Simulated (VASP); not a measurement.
# PtS2 (P-3m1) in VASP: notebook, part 2 of 2

VASP 6.6.1. The steps go on from the part before.

### 4 Single point, r2SCAN+rVV10

This run uses another cell than the first one, of 18.66 Å³/atom.

Input file POSCAR:

```
PtS2
1.0
    3.5526415796      0.0000000000      0.0000000000
   -1.7763207898      3.0766778585      0.0000000000
    0.0000000000      0.0000000000      5.1227110578
Pt S
1 2
Direct
    0.0000000000      0.0000000000      0.0000000000
    0.3333333333      0.6666666667      0.2392599766
    0.6666666667      0.3333333333      0.7607400234
```

Input file INCAR.step1:

```
SYSTEM = PtS2
PREC = Accurate ; ENCUT = 520
ISMEAR = -1 ; SIGMA = 0.02
LREAL = .False. ; LASPH = .True.
NELM = 80 ; NBANDS = 18
GGA = PE ; ALGO = Normal
EDIFF = 1E-4 ; LWAVE = .True.
LCHARG = .False.
```

Input file INCAR.step2:

```
SYSTEM = PtS2
PREC = Accurate ; ENCUT = 520
EDIFF = 1E-6 ; ISMEAR = -1
SIGMA = 0.02 ; LREAL = .False.
LASPH = .True. ; NELM = 80
ALGO = Normal ; ISIF = 2
LWAVE = .False. ; LCHARG = .False.
METAGGA = R2SCAN ; LMIXTAU = .True.
LUSE_VDW = .True. ; IVDW_NL = 2
BPARAM = 11.95 ; CPARAM = 0.0093
NBANDS = 18 ; ISTART = 1
```

Input file KPOINTS:

```
Automatic mesh
0
Gamma
  12 12 6
  0 0 0
```

Potentials or basis: VASP PAW PBE potentials, release 64 (Pt, S).

Command:

```
$ cat potpaw_PBE.64/Pt/POTCAR potpaw_PBE.64/S/POTCAR > POTCAR
$ cp INCAR.step1 INCAR
$ mpirun -np 1 vasp_std > vasp.out
$ cp INCAR.step2 INCAR
$ mpirun -np 1 vasp_std > vasp.out
```

OUTCAR:

```text
SYSTEM = PtS2
   PREC = Accurate
   ENCUT = 520
   EDIFF = 1E-6
   ISMEAR = -1
   LREAL = .False.
   LASPH = .True.
   NELM = 80
   ISIF = 2
   METAGGA = R2SCAN
   IVDW_NL = 2
   BPARAM = 11.95
   ISTART = 1

 ion  position               nearest neighbor table
   1  0.000  0.000  0.000-   2 2.39   3 2.39   3 2.39   2 2.39   3 2.39   2 2.39
   2  0.333  0.667  0.239-   1 2.39   1 2.39   1 2.39
   3  0.667  0.333  0.761-   1 2.39   1 2.39   1 2.39

  LATTYP: Found a hexagonal cell.
 ALAT       =     3.5526415796
[... 682 lines left out ...]
      5       0.1106      2.00000
      6       1.6671      2.00000
[... 10 lines left out ...]
     17      16.0671      0.00000
     18      16.1306      0.00000

 [... further k-points ...]
[... 5 lines left out ...]
  --------------------------------------------------------------------------------------
  -------------------------------------------------------------------------------------
  Total        0.0835979      0.0835979      0.0397042     -0.0000000      0.0000000      0.0000000
  in kB        2.3920635      2.3920635      1.1360913     -0.0000000      0.0000000      0.0000000
  external PRESSURE =       1.9734061 kB  Pullay stress =       0.0000000 kB

 VOLUME and BASIS-vectors are now :
 -----------------------------------------------------------------------------
  energy-cutoff  :      520.00
  volume of cell :       55.99
      direct lattice vectors                 reciprocal lattice vectors
     3.552641580  0.000000000  0.000000000     0.281480689  0.162512952  0.000000000
    -1.776320790  3.076677859  0.000000000     0.000000000  0.325025903  0.000000000
     0.000000000  0.000000000  5.122711058     0.000000000  0.000000000  0.195209136

 POSITION                                       TOTAL-FORCE (eV/Angst)
 -----------------------------------------------------------------------------------
      0.00000      0.00000      0.00000         0.000000      0.000000      0.000000
     -0.00000      2.05112      1.22566         0.000000      0.000000      0.012787
      1.77632      1.02556      3.89705        -0.000000     -0.000000     -0.012787
 -----------------------------------------------------------------------------------
    total drift:                                0.000000     -0.000000      0.000000

  FREE ENERGIE OF THE ION-ELECTRON SYSTEM (eV)
  ---------------------------------------------------
  free  energy   TOTEN  =       -68.4173695199 eV

  energy  without entropy=      -68.4173695199  energy(sigma->0) =      -68.41736952
```

Run time: 3.2 min. Hardware: 1 thread of AMD EPYC 9R45 (Zen 5), shared host; peak memory 0.34 GiB.

What came out:

| Property | Result |
| --- | --- |
| Free energy | -68.4174 eV |
| Pressure | 0.2 GPa |
| Largest force | 0.013 eV/Å |
| Band gap on the k mesh | 0.85 eV (least direct gap 1.12 eV) |

Forces in eV/Å, atoms in the order of the input:
```
Pt   0.000  0.000  0.000
S    0.000  0.000  0.013
S    0.000  0.000 -0.013
```

Caveat: the PAW data sets were made with another functional, which shifts forces and pressure a little; spin-orbit coupling is left out, which moves the levels of the heavy elements.

### 5 Single point, r2SCAN

This run uses another cell than the first one, of 18.66 Å³/atom.

POSCAR is that of step 4.

Input file INCAR.step1:

```
SYSTEM = PtS2
PREC = Accurate
ENCUT = 520
ISMEAR = 0
SIGMA = 0.01
LREAL = .False.
LASPH = .True.
NELM = 100
NBANDS = 18
GGA = PE
ALGO = Normal
EDIFF = 1E-4
LWAVE = .True.
LCHARG = .False.
```

Input file INCAR.step2:

```
SYSTEM = PtS2
PREC = Accurate
ENCUT = 520
EDIFF = 1E-6
ISMEAR = 0
SIGMA = 0.01
LREAL = .False.
LASPH = .True.
NELM = 100
ALGO = Normal
ISIF = 2
LWAVE = .False.
LCHARG = .False.
METAGGA = R2SCAN
LMIXTAU = .True.
NBANDS = 18
ISTART = 1
```

KPOINTS is that of step 4.

Potentials or basis: VASP PAW PBE potentials, release 64 (Pt, S).

Command:

```
$ cat potpaw_PBE.64/Pt/POTCAR potpaw_PBE.64/S/POTCAR > POTCAR
$ cp INCAR.step1 INCAR
$ mpirun -np 1 vasp_std > vasp.out
$ cp INCAR.step2 INCAR
$ mpirun -np 1 vasp_std > vasp.out
```

OUTCAR:

```text
SYSTEM = PtS2
   PREC = Accurate
   ENCUT = 520
   EDIFF = 1E-6
   ISMEAR = 0
   LREAL = .False.
   LASPH = .True.
   NELM = 100
   ISIF = 2
   METAGGA = R2SCAN
   ISTART = 1

 ion  position               nearest neighbor table
   1  0.000  0.000  0.000-   2 2.39   3 2.39   3 2.39   2 2.39   3 2.39   2 2.39
   2  0.333  0.667  0.239-   1 2.39   1 2.39   1 2.39
   3  0.667  0.333  0.761-   1 2.39   1 2.39   1 2.39

  LATTYP: Found a hexagonal cell.
 ALAT       =     3.5526415796
 C/A-ratio  =     1.4419442387

  Lattice vectors:

 A1 = (   3.5526415796,   0.0000000000,   0.0000000000)
 A2 = (  -1.7763207898,   3.0766778585,   0.0000000000)
 A3 = (   0.0000000000,   0.0000000000,   5.1227110578)

Analysis of symmetry for initial positions (statically):
=====================================================================
 Subroutine PRICEL returns:
 Original cell was already a primitive cell.

 Routine SETGRP: Setting up the symmetry group for a
 hexagonal supercell.

[... 162 lines left out ...]
  ---------------------------------------------------
  ext. energy  EPLUGINS =         0.00000000
  ---------------------------------------------------
  free energy    TOTEN  =       -68.85101018 eV

  energy without entropy =      -68.85101018  energy(sigma->0) =      -68.85101018

 E-fermi :   6.2862     XC(G=0): -11.2140

 val. band max:        6.2204403822   @ k =   0.0000   0.1667   0.1667
 cond. band min:       7.0881554655   @ k =   0.0000   0.2500   0.3333
 fundamental gap:      0.8677150833
 Fermi energy:         6.2862051019

 k-point     1 :       0.0000    0.0000    0.0000
  band No.  band energies     occupation
      1      -9.5485      2.00000
      2      -6.6376      2.00000
      3      -0.8228      2.00000
      4      -0.4828      2.00000
      5      -0.4828      2.00000
      6       2.3168      2.00000
[... 481 lines left out ...]
      5       0.1237      2.00000
      6       1.6782      2.00000
[... 10 lines left out ...]
     17      16.1517      0.00000
     18      16.1540      0.00000

 [... further k-points ...]
[... 5 lines left out ...]
  --------------------------------------------------------------------------------------
  -------------------------------------------------------------------------------------
  Total        0.4207808      0.4207808      0.4379061      0.0000000      0.0000000      0.0000000
  in kB       12.0401855     12.0401855     12.5302074      0.0000000      0.0000000      0.0000000
  external PRESSURE =      12.2035261 kB  Pullay stress =       0.0000000 kB

 VOLUME and BASIS-vectors are now :
 -----------------------------------------------------------------------------
  energy-cutoff  :      520.00
  volume of cell :       55.99
      direct lattice vectors                 reciprocal lattice vectors
     3.552641580  0.000000000  0.000000000     0.281480689  0.162512952  0.000000000
    -1.776320790  3.076677859  0.000000000     0.000000000  0.325025903  0.000000000
     0.000000000  0.000000000  5.122711058     0.000000000  0.000000000  0.195209136

 POSITION                                       TOTAL-FORCE (eV/Angst)
 -----------------------------------------------------------------------------------
      0.00000      0.00000      0.00000         0.000000      0.000000      0.000000
     -0.00000      2.05112      1.22566        -0.000000      0.000000     -0.049169
      1.77632      1.02556      3.89705         0.000000     -0.000000      0.049169
 -----------------------------------------------------------------------------------
    total drift:                                0.000000     -0.000000      0.000000

  FREE ENERGIE OF THE ION-ELECTRON SYSTEM (eV)
  ---------------------------------------------------
  free  energy   TOTEN  =       -68.8510101825 eV

  energy  without entropy=      -68.8510101825  energy(sigma->0) =      -68.85101018
```

Run time: 2.7 min. Hardware: 1 thread of AMD EPYC 9R45 (Zen 5), shared host; peak memory 0.22 GiB.

Results:

| Item | Value |
| --- | --- |
| Free energy | -68.8510 eV |
| Pressure | 1.2 GPa |
| Largest force | 0.049 eV/Å |
| Band gap on the k mesh | 0.87 eV (least direct gap 1.14 eV) |

Forces in eV/Å, atoms in the order of the input:
```
Pt   0.000  0.000  0.000
S    0.000  0.000 -0.049
S    0.000  0.000  0.049
```

Levels at points of the mesh, in eV from the valence-band top:
```csv
k point,band 7,band 8,band 9,band 10,band 11,band 12,band 13,band 14,band 15,band 16
"(0.00, 0.00, 0.00)",-3.90,-2.08,-1.08,-1.08,0.00,2.29,2.29,5.22,6.04,8.56
"(0.50, 0.00, 0.00)",-3.24,-3.22,-3.21,-3.09,-2.48,1.72,2.75,5.80,6.98,8.63
"(0.00, 0.00, 0.50)",-3.93,-2.63,-1.31,-1.31,-1.11,2.82,2.82,6.05,7.64,8.24
"(0.50, 0.00, 0.50)",-3.23,-3.23,-2.81,-2.80,-1.46,1.91,2.42,5.48,5.92,8.14
```

Caveat: the PAW data sets were made with another functional, which shifts forces and pressure a little; spin-orbit coupling is left out, which moves the levels of the heavy elements.

### 6 Relaxation of cell and atoms, PBE+D3(BJ)

This run uses another cell than the first one, of 22.18 Å³/atom.

Input file INCAR:

```
PREC = Accurate ; ENCUT = 600
EDIFF = 1E-6 ; ISMEAR = -1
SIGMA = 0.02 ; LREAL = F
LASPH = T ; NELM = 80
ALGO = Normal ; ISIF = 3
LWAVE = F ; LCHARG = F
GGA = PE ; IVDW = 12
IBRION = 2 ; NSW = 80
EDIFFG = -0.005
```

Input file KPOINTS:

```
regular mesh
0
Gamma
  12 12 4
```

Input file POSCAR:

```
PtS2
1.0
    3.6207302000      0.0000000000      0.0000000000
   -1.8103651000      3.1356443334      0.0000000000
    0.0000000000      0.0000000000      5.8599807400
Pt S
1 2
Direct
    0.0000000000      0.0000000000      0.0000000000
    0.3333333333      0.6666666667      0.2510657347
    0.6666666667      0.3333333333      0.7489342653
```

Potentials or basis: VASP PAW PBE potentials, release 64 (Pt, S).

Command:

```
$ cat potpaw_PBE.64/Pt/POTCAR potpaw_PBE.64/S/POTCAR > POTCAR
$ mpirun -np 1 vasp_std > vasp.out
```

OUTCAR:

```text
PREC = Accurate
   ENCUT = 600
   EDIFF = 1E-6
   ISMEAR = -1
   LREAL = F
   LASPH = T
   NELM = 80
   ISIF = 3
   GGA = PE
   IVDW = 12
   IBRION = 2
   NSW = 80
   EDIFFG = -0.005
 IVDW          = 12

 ion  position               nearest neighbor table
   1  0.000  0.000  0.000-   2 2.56   3 2.56   2 2.56   3 2.56   3 2.56   2 2.56
   2  0.333  0.667  0.251-   1 2.56   1 2.56   1 2.56
   3  0.667  0.333  0.749-   1 2.56   1 2.56   1 2.56

  LATTYP: Found a hexagonal cell.
 ALAT       =     3.6207302000
 C/A-ratio  =     1.6184527475

  Lattice vectors:

 A1 = (   3.6207302000,   0.0000000000,   0.0000000000)
 A2 = (  -1.8103651000,   3.1356443334,   0.0000000000)
 A3 = (   0.0000000000,   0.0000000000,   5.8599807400)

[... 741 lines left out ...]
--------------------------------------- Ionic step       29  -------------------------------------------

 number of electron      22.0000002 magnetization

------------------------ aborting loop because EDIFF is reached ----------------------------------------
[... 77 lines left out ...]
--------------------------------------- Ionic step       31  -------------------------------------------

 number of electron      22.0000002 magnetization

 Free energy of the ion-electron system (eV)
  ---------------------------------------------------
  ext. energy  EPLUGINS =         0.00000000
  ---------------------------------------------------
  free energy    TOTEN  =       -15.31864492 eV

  energy without entropy =      -15.31853640  energy(sigma->0) =      -15.31859066

 E-fermi :   8.0009     XC(G=0): -11.0335

 val. band max:        7.9736821128   @ k =   0.0000   0.0000   0.0000
 cond. band min:       8.0755253715   @ k =   0.0000   0.3333   0.2500
 fundamental gap:      0.1018432587
 Fermi energy:         8.0009170139

 k-point     1 :       0.0000    0.0000    0.0000
  band No.  band energies     occupation
      1      -8.0063      2.00000
      2      -4.5949      2.00000
      3       0.3203      2.00000
      4       0.8581      2.00000
      5       0.8581      2.00000
      6       3.7041      2.00000
      7       3.7041      2.00000
      8       5.4629      2.00000
      9       6.3520      2.00000
     10       6.3520      2.00000
     11       7.9737      1.59209
     12       9.1416      0.00000
     13       9.1416      0.00000
     14      11.5945      0.00000
[... 449 lines left out ...]
  FREE ENERGIE OF THE ION-ELECTRON SYSTEM (eV)
  ---------------------------------------------------
  free  energy   TOTEN  =       -16.6712875056 eV

  energy  without entropy=      -16.6711789856  energy(sigma->0) =      -16.67123325

 reached required accuracy - stopping structural energy minimisation
```

OSZICAR:

```text
N       E                     dE             d eps       ncg     rms          rms(c)
DAV:   1     0.123485712874E+03    0.12349E+03   -0.11023E+04  2070   0.143E+03
DAV:   2    -0.979406385743E+01   -0.13328E+03   -0.13008E+03  2631   0.249E+02
DAV:   3    -0.158951607885E+02   -0.61011E+01   -0.60617E+01  2665   0.575E+01
DAV:   4    -0.159722265560E+02   -0.77066E-01   -0.77039E-01  2539   0.706E+00
[... 269 lines left out ...]
  30 F= -.16671287E+02 E0= -.16671232E+02  d E =-.211057E-05
       N       E                     dE             d eps       ncg     rms          rms(c)
DAV:   1    -0.153186479721E+02    0.21080E-03   -0.85990E-05  2238   0.889E-02    0.129E-02
DAV:   2    -0.153186453427E+02    0.26294E-05   -0.14323E-05  2203   0.417E-02    0.995E-03
DAV:   3    -0.153186449188E+02    0.42389E-06   -0.10420E-06  1056   0.119E-02
  31 F= -.16671288E+02 E0= -.16671233E+02  d E =-.287595E-05
```

Wall time 7.8 min (1 thread of AMD EPYC 9R45 (Zen 5), shared host); peak memory 0.25 GiB.

What came out:

```yaml
Free_energy: -16.6713 eV
Relaxed_volume: 17.30 Å³/atom
Relaxed_cell: a = 3.580 Å, b = 3.580 Å, c = 4.676 Å, α = 90.00°, β = 90.00°, γ = 120.00°
Space_group_after_relaxing_to_0.1_Å: P-3m1 (No. 164)
Energy_gained_by_relaxing: 313.8 meV/atom
Ionic_steps: 31
Pressure_after_relaxing: 0.0 GPa
Largest_force_after_relaxing: 0.004 eV/Å
Band_gap_on_the_k_mesh: 0.10 eV (least direct gap 0.70 eV)
Dispersion_energy_per_atom: -0.451 eV
```

Forces in eV/Å, atoms in the order of the input:
```
Pt   0.000  0.000  0.000
S    0.000  0.000  0.004
S    0.000  0.000 -0.004
```

Step by step:
```csv
step,energy change (eV),largest force (eV/Å),pressure (GPa),volume (Å³)
1,0.0000,2.5206,-16.35,66.53
2,0.5303,4.1465,48.24,47.01
3,-0.7935,0.5474,-0.02,56.56
4,-0.7961,0.4314,1.04,56.20
5,-0.7962,0.3679,1.62,56.00
6,-0.8764,0.1005,0.54,56.52
7,-0.9002,0.1424,-0.47,56.92
8,-0.9044,0.1797,-0.10,56.46
9,-0.9137,0.2944,1.16,55.07
10,-0.9130,0.5382,4.27,52.31
11,-0.9164,0.4307,2.79,53.60
12,-0.9170,0.4267,2.76,53.56
13,-0.9188,0.4145,2.66,53.45
14,-0.9222,0.3911,2.54,53.22
15,-0.9282,0.3449,2.28,52.77
16,-0.9360,0.2559,1.86,51.86
17,-0.9307,0.0768,1.53,50.00
18,-0.9371,0.2145,1.80,51.21
19,-0.9371,0.1994,1.74,51.04
20,-0.9393,0.1502,1.11,51.35
21,-0.9410,0.0586,-0.02,51.94
22,-0.9410,0.0532,-0.10,51.97
23,-0.9410,0.0557,-0.07,51.95
24,-0.9411,0.0502,-0.06,51.95
25,-0.9414,0.0342,0.00,51.92
26,-0.9415,0.0013,0.08,51.86
27,-0.9415,0.0080,0.07,51.87
28,-0.9415,0.0094,0.06,51.87
29,-0.9415,0.0103,0.07,51.87
30,-0.9415,0.0012,-0.05,51.90
31,-0.9415,0.0041,-0.04,51.89
```

Final structure:
```xyz
3
Lattice="3.5796 0.0000 0.0000 -1.7898 3.1000 0.0000 0.0000 0.0000 4.6761" Properties=species:S:1:pos:R:3 pbc="T T T"
Pt    0.0000    0.0000    0.0000
S     0.0000    2.0667    1.2049
S     1.7898    1.0333    3.4713
```

Caveat: the volume moved by over 15 % at a fixed basis, so the end points are rough; spin-orbit coupling is left out, which moves the levels of the heavy elements. A k mesh can miss the band edges.

### 7 Summary

```tsv
task	level	cell	k mesh	cutoff (eV)	smearing	gap on the mesh (eV)	pressure (GPa)	largest force (eV/Å)
single point	PBE+D3(BJ)	a = 3.584, b = 3.584, c = 4.657 Å, angles 90.0, 90.0, 120.0°, 3 atoms, atomic positions A	12 × 12 × 4	520	fermi-dirac 0.02 eV	0.06	-0.4	0.04
single point	PBE	a = 3.553, b = 3.553, c = 5.123 Å, angles 90.0, 90.0, 120.0°, 3 atoms, atomic positions B	12 × 12 × 6	520	fermi-dirac 0.02 eV	0.71	3.2	0.03
single point	r2SCAN+rVV10	a = 3.553, b = 3.553, c = 5.123 Å, angles 90.0, 90.0, 120.0°, 3 atoms, atomic positions B	12 × 12 × 6	520	fermi-dirac 0.02 eV	0.85	0.2	0.01
single point	r2SCAN	a = 3.553, b = 3.553, c = 5.123 Å, angles 90.0, 90.0, 120.0°, 3 atoms, atomic positions B	12 × 12 × 6	520	gaussian 0.01 eV	0.87	1.2	0.05
relaxation of cell and atoms	PBE+D3(BJ)	relaxed from a = 3.621, b = 3.621, c = 5.860 Å, angles 90.0, 90.0, 120.0°, 3 atoms, atomic positions C	12 × 12 × 4	600	fermi-dirac 0.02 eV	0.10	0.0	-
```

Alike in all rows: potentials or basis VASP PAW PBE potentials, release 64 (Pt, S); no spin polarisation.

Caveats: spin-orbit coupling is left out, which moves the levels of the heavy elements; the PAW data sets were made with another functional, which shifts forces and pressure a little (at least some runs); the cell stands under pressure (at least some runs); the volume moved by over 15 % at a fixed basis, so the end points are rough (at least some runs).

Absolute energies hang on the potentials; compare differences alone.
